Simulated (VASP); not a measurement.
# WS2 (R3m) in VASP: electric field gradients with PBE

Aim: the electric field gradients of WS2 with PBE.

All numbers are computed with VASP 6.6.1; they aren't measurements. Logs are shortened: lines on timing, memory, paths and dates and some standing lists are left out, and cuts for length are marked.

**1. The cell of the first run**

Symmetry: R3m, No. 160, trigonal system. The conventional cell has a = 3.158 Å, b = 3.158 Å, c = 18.490 Å, α = 90.00°, β = 90.00°, γ = 120.00°. Within 3.2 Å of W (site symmetry 3m) lie 6 S at 2.39 to 2.42 Å and 6 W at 3.16 Å. Within 3.2 Å of S (site symmetry 3m) lie 3 W at 2.39 Å and 7 S at 3.13 to 3.16 Å. Within 3.2 Å of S (site symmetry 3m) lie 3 W at 2.42 Å and 7 S at 3.13 to 3.16 Å.

**2. Electric field gradients, PBE**

The input, INCAR:

```
SYSTEM = WS2
ALGO     = Normal         ! electronic algorithm
EDIFF    = 1E-8           ! SCF threshold, eV
ENCUT    = 520            ! plane-wave cutoff, eV
GGA      = PE             ! functional
ISIF     = 2              ! what is computed and relaxed
ISMEAR   = -1             ! smearing method
LASPH    = .TRUE.         ! aspherical terms in the spheres
LCHARG   = .FALSE.        ! write CHGCAR
LEFG     = .TRUE.       
LREAL    = .FALSE.        ! projectors in reciprocal space
LWAVE    = .FALSE.        ! write WAVECAR
NBANDS   = 20             ! bands
NELM     = 80             ! most SCF steps
PREC     = Accurate       ! precision mode
SIGMA    = 0.05           ! smearing width, eV
```

The input, KPOINTS:

```
k-points
0
G
  10 10 10
  0 0 0
```

The input, POSCAR:

```
WS2
1.0
    1.5790001700      0.9116361700      6.1633291500
   -1.5790001700      0.9116361700      6.1633291500
    0.0000000000     -1.8232723400      6.1633291500
W S
1 2
Direct
    0.0000000000      0.0000000000      0.0000000000
    0.7503000000      0.7503000000      0.7503000000
    0.5810000000      0.5810000000      0.5810000000
```

Potentials or basis: VASP PAW PBE potentials, release 64 (W_sv, S).

Run with:

```bash
$ cat potpaw_PBE.64/W_sv/POTCAR potpaw_PBE.64/S/POTCAR > POTCAR
$ mpirun -np 1 vasp_std > vasp.out
```

OUTCAR:

```text
SYSTEM = WS2
   EDIFF = 1E-8
   ENCUT = 520
   GGA = PE
   ISIF = 2
   ISMEAR = -1
   LASPH = .TRUE.
   LREAL = .FALSE.
   NELM = 80
   PREC = Accurate

 ion  position               nearest neighbor table
   1  0.000  0.000  0.000-   2 2.39   2 2.39   2 2.39   3 2.42   3 2.42   3 2.42
   2  0.750  0.750  0.750-   1 2.39   1 2.39   1 2.39
   3  0.581  0.581  0.581-   1 2.42   1 2.42   1 2.42

  LATTYP: Found a trigonal (rhomboedric) cell.
 ALAT       =     6.4273593532
 COS(alpha) =     0.8792939097

  Lattice vectors:

 A1 = (   1.5790001700,   0.9116361700,   6.1633291500)
 A2 = (  -1.5790001700,   0.9116361700,   6.1633291500)
 A3 = (   0.0000000000,  -1.8232723400,   6.1633291500)

Analysis of symmetry for initial positions (statically):
=====================================================================
 Subroutine PRICEL returns:
 Original cell was already a primitive cell.

 Routine SETGRP: Setting up the symmetry group for a
 trigonal (rhombohedral) supercell.

 Subroutine GETGRP returns: Found  6 space group operations
 (whereof  6 operations were pure point group operations)
 out of a pool of 12 trial point group operations.

The static configuration has the point symmetry C_3v.

Analysis of symmetry for dynamics (positions and initial velocities):
=====================================================================
 Subroutine PRICEL returns:
 Original cell was already a primitive cell.

 Routine SETGRP: Setting up the symmetry group for a
 trigonal (rhombohedral) supercell.

 Subroutine GETGRP returns: Found  6 space group operations
 (whereof  6 operations were pure point group operations)
 out of a pool of 12 trial point group operations.

The dynamic configuration has the point symmetry C_3v.

 Subroutine INISYM returns: Found  6 space group operations
 (whereof  6 operations are pure point group operations),
 and found     1 'primitive' translations

----------------------------------------------------------------------------------------

                                     Primitive cell

  volume of cell :      53.2317

  direct lattice vectors                    reciprocal lattice vectors
     1.579000170  0.911636170  6.163329150     0.316656077  0.182821472  0.054083325
    -1.579000170  0.911636170  6.163329150    -0.316656077  0.182821472  0.054083325
     0.000000000 -1.823272340  6.163329150     0.000000000 -0.365642944  0.054083325

  length of vectors
     6.427359353  6.427359353  6.427359352     0.369621114  0.369621114  0.369621115

  position of ions in fractional coordinates (direct lattice)
     0.000000000  0.000000000  0.000000000
     0.750300000  0.750300000  0.750300000
     0.581000000  0.581000000  0.581000000

  ion indices of the primitive-cell ions
   primitive index   ion index
                 1           1
                 2           2
                 3           3

----------------------------------------------------------------------------------------

 KPOINTS: k-points

Automatic generation of k-mesh.
 Grid dimensions read from file:
 generate k-points for:   10   10   10

 Generating k-lattice:

  Cartesian coordinates                     Fractional coordinates (reciprocal lattice)
     0.031665608  0.018282147  0.005408332     0.100000000  0.000000000  0.000000000
    -0.031665608  0.018282147  0.005408332     0.000000000  0.100000000  0.000000000
     0.000000000 -0.036564294  0.005408332     0.000000000  0.000000000  0.100000000

  Length of vectors
     0.036962111  0.036962111  0.036962112

  Shift w.r.t. Gamma in fractional coordinates (k-lattice)
     0.000000000  0.000000000  0.000000000

 Subroutine IBZKPT returns following result:
 ===========================================

 Found    116 irreducible k-points:

 Following reciprocal coordinates:
            Coordinates               Weight
  0.000000  0.000000  0.000000      1.000000
  0.100000  0.000000  0.000000      6.000000
  0.200000  0.000000  0.000000      6.000000
  0.300000  0.000000  0.000000      6.000000
  0.400000 -0.000000  0.000000      6.000000
  0.500000  0.000000 -0.000000      3.000000
[... 16 lines left out ...]
  0.300000  0.300000  0.000000      6.000000
  0.400000  0.300000  0.000000     12.000000
 [... further k-points ...]
   k-points           NKPTS =    116   k-points in BZ     NKDIM =    116   number of bands    NBANDS=     20
   number of dos      NEDOS =    301   number of ions     NIONS =      3
   total plane-waves  NPLWV = 110592
   dimension x,y,z NGX =    48 NGY =   48 NGZ =   48
   dimension x,y,z NGXF=    96 NGYF=   96 NGZF=   96
   ions per type =               1   2
   NGX,Y,Z   is equivalent  to a cutoff of  12.42, 12.42, 12.42 a.u.
   NGXF,Y,Z  is equivalent  to a cutoff of  24.83, 24.83, 24.83 a.u.
 SYSTEM =  WS2
   PREC   = accura    normal or accurate (medium, high low for compatibility)
   ISTART =      0    job   : 0-new  1-cont  2-samecut
   ICHARG =      2    charge: 1-file 2-atom 10-const
   ISPIN  =      1    spin polarized calculation?
   LNONCOLLINEAR =      F non collinear calculations
   LSORBIT =      F    spin-orbit coupling
   LASPH  =      T    aspherical Exc in radial PAW
   ENCUT  =  520.0 eV  38.22 Ry    6.18 a.u.  11.95 11.95 11.95*2*pi/ulx,y,z
   NELM   =     80;   NELMIN=  2; NELMDL= -5     # of ELM steps
   EDIFF  = 0.1E-07   stopping-criterion for ELM
   LREAL  =      F    real-space projection
   EDIFFG = 0.1E-06   stopping-criterion for IOM
   NSW    =      0    number of steps for IOM
   IBRION =     -1    ionic relax: 0-MD 1-quasi-New 2-CG
   NFREE  =      0    steps in history (QN), initial steepest desc. (CG)
   ISIF   =      2    stress and relaxation
   ISYM   =      2    0-nonsym 1-usesym 2-fastsym
   POTIM  = 0.5000    time-step for ionic-motion
   TEBEG  =    0.0;   TEEND  =   0.0 temperature during run
   PSTRESS=    0.0 pullay stress
   NELECT =      26.0000    total number of electrons
   NUPDOWN=      -1.0000    fix difference up-down
   EMIN   =  10.00;   EMAX   =-10.00  energy-range for DOS
   EFERMI =   0.00;   METHOD = LEGACY
   ISMEAR =    -1;   SIGMA  =   0.05  broadening in eV -4-tet -1-fermi 0-gaus
   EFERMI_NEDOS =   21; number of points for ismear=-14 and -15
   IALGO  =     38    algorithm
   IMIX   =      4    mixing-type and parameters
     AMIX     =   0.40;   BMIX     =  1.00
     AMIX_MAG =   1.60;   BMIX_MAG =  1.00
  volume/ion in A,a.u.               =      17.74       119.74
  Fermi-wavevector in a.u.,A,eV,Ry     =   1.289266  2.436359 22.615694  1.662207
  Thomas-Fermi vector in A             =   2.421169
   LORBIT       =      0    0 simple, 1 ext, 2 COOP (PROOUT), +10 PAW based schemes
   GGA     = PE    functional components
   LHFCALC =     F    Hartree Fock is set to
   AEXX    =    0.0000 exact exchange contribution
   IVDW    =     0    specifies the selected vdW correction
   LEPSILON=     F    determine dielectric tensor
   LRPA    =     F    only Hartree local field effects (RPA)
 non-spin polarized calculation
  energy-cutoff  :      520.00
  volume of cell :       53.23
 maximum number of plane-waves:      1450
   NGX = 23   NGY = 23   NGZ = 23

 number of electron      26.0000001 magnetization

 Free energy of the ion-electron system (eV)
  ---------------------------------------------------
  ext. energy  EPLUGINS =         0.00000000
  ---------------------------------------------------
  free energy    TOTEN  =       -23.60689649 eV

  energy without entropy =      -23.60689624  energy(sigma->0) =      -23.60689636

 E-fermi :   7.9873     XC(G=0): -10.9432

 val. band max:        7.4980400496   @ k =   0.5000   0.5000   0.5000
 cond. band min:       8.5767623203   @ k =  -0.2000   0.2000   0.0000
 fundamental gap:      1.0787222707
 Fermi energy:         7.9873211488

 k-point     1 :       0.0000    0.0000    0.0000
  band No.  band energies     occupation
      1     -67.1410      2.00000
      2     -31.4014      2.00000
      3     -31.2268      2.00000
      4     -31.2268      2.00000
      5      -8.1644      2.00000
      6      -6.1756      2.00000
[... 12 lines left out ...]
     19      15.3431      0.00000
     20      16.0140      0.00000
[... 507 lines left out ...]
 k-point    24 :       0.4000    0.3000    0.0000
  band No.  band energies     occupation
      1     -67.1255      2.00000
      2     -31.5120      2.00000
      3     -31.3457      2.00000
      4     -31.3127      2.00000
      5      -6.3563      2.00000
      6      -5.7507      2.00000
[... 12 lines left out ...]
     19      14.8627      0.00000
     20      16.0318      0.00000

 [... further k-points ...]
[... 5 lines left out ...]
  --------------------------------------------------------------------------------------
  -------------------------------------------------------------------------------------
  Total        1.4527003      1.4527003      1.6252803      0.0000000     -0.0000000      0.0000000
  in kB       43.7236373     43.7236370     48.9179798      0.0000000     -0.0000000      0.0000000
  external PRESSURE =      45.4550847 kB  Pullay stress =       0.0000000 kB

 VOLUME and BASIS-vectors are now :
 -----------------------------------------------------------------------------
  energy-cutoff  :      520.00
  volume of cell :       53.23
      direct lattice vectors                 reciprocal lattice vectors
     1.579000170  0.911636170  6.163329150     0.316656077  0.182821472  0.054083325
    -1.579000170  0.911636170  6.163329150    -0.316656077  0.182821472  0.054083325
     0.000000000 -1.823272340  6.163329150     0.000000000 -0.365642944  0.054083325

 POSITION                                       TOTAL-FORCE (eV/Angst)
 -----------------------------------------------------------------------------------
      0.00000      0.00000      0.00000         0.000000     -0.000000     -0.610559
      0.00000      0.00000     13.87304         0.000000      0.000000      0.511530
      0.00000      0.00000     10.74268         0.000000     -0.000000      0.099029
 -----------------------------------------------------------------------------------
    total drift:                                0.000000      0.000000      0.000002

  FREE ENERGIE OF THE ION-ELECTRON SYSTEM (eV)
  ---------------------------------------------------
  free  energy   TOTEN  =       -23.6068964905 eV

  energy  without entropy=      -23.6068962373  energy(sigma->0) =      -23.60689636

 Electric field gradients (V/A^2)
---------------------------------------------------------------------
 ion       V_xx      V_yy      V_zz      V_xy      V_xz      V_yz
---------------------------------------------------------------------
   1      76.773    76.773  -153.547     0.000     0.000    -0.000
   2      24.333    24.333   -48.665     0.000    -0.000    -0.000
   3      20.493    20.493   -40.986    -0.000     0.000     0.000
---------------------------------------------------------------------

 Electric field gradients after diagonalization (V/A^2)
 (convention: |V_zz| > |V_xx| > |V_yy|)
----------------------------------------------------------------------
 ion       V_xx      V_yy      V_zz     asymmetry (V_yy - V_xx)/ V_zz
----------------------------------------------------------------------
   1      76.773    76.773  -153.547       0.000
   2      24.333    24.333   -48.665       0.000
   3      20.493    20.493   -40.986       0.000
----------------------------------------------------------------------

           NMR quadrupolar parameters

 Cq : quadrupolar parameter    Cq=e*Q*V_zz/h
 eta: asymmetry parameters     (V_yy - V_xx)/ V_zz
 Q  : nuclear electric quadrupole moment in mb (millibarn)
----------------------------------------------------------------------
 ion       Cq(MHz)       eta       Q (mb)
----------------------------------------------------------------------
   1      -0.371       0.000       1.000
   2      -0.118       0.000       1.000
   3      -0.099       0.000       1.000
----------------------------------------------------------------------
```

Run time: 3.9 min. Hardware: 1 thread of Intel Xeon Platinum 8488C (Sapphire Rapids), shared host; peak memory 0.38 GiB.

What came out:

| Quantity | Value |
| --- | --- |
| Free energy | -23.6069 eV |
| Pressure | 4.5 GPa |
| Largest force | 0.611 eV/Å |
| Band gap on the k mesh | 1.08 eV, indirect (least direct gap 2.24 eV) |

Forces on the atoms (eV/Å):
```
W    0.000  0.000 -0.611
S    0.000  0.000  0.512
S    0.000  0.000  0.099
```

Levels at points of the mesh, in eV from the valence-band top:
| k point | band 9 | band 10 | band 11 | band 12 | band 13 | band 14 | band 15 | band 16 | band 17 | band 18 |
| --- | --- | --- | --- | --- | --- | --- | --- | --- | --- | --- |
| (0.00, 0.00, 0.00) | -3.53 | -2.29 | -2.29 | -1.58 | -1.19 | 2.19 | 2.19 | 2.54 | 2.54 | 4.73 |
| (0.50, 0.00, 0.00) | -5.32 | -4.16 | -2.59 | -1.82 | -1.72 | 2.32 | 2.62 | 3.65 | 3.88 | 4.41 |
| (0.50, 0.50, 0.00) | -5.02 | -4.08 | -3.19 | -2.02 | -1.55 | 2.27 | 2.73 | 3.24 | 4.38 | 4.99 |
| (0.50, 0.50, 0.50) | -3.55 | -3.55 | -2.26 | -2.26 | 0.00 | 2.30 | 2.30 | 2.38 | 2.38 | 4.95 |

Electric field gradients, principal values (V/Å²):
```csv
atom,least,middle,greatest (by size)
1 W,76.773,76.773,-153.547
2 S,24.333,24.333,-48.665
3 S,20.493,20.493,-40.986
```

Caveat: without QUAD_EFG the Cq values of the log hold for a quadrupole moment of 1 mb, not for the nuclei; spin-orbit coupling is left out, which moves the levels of the heavy elements.
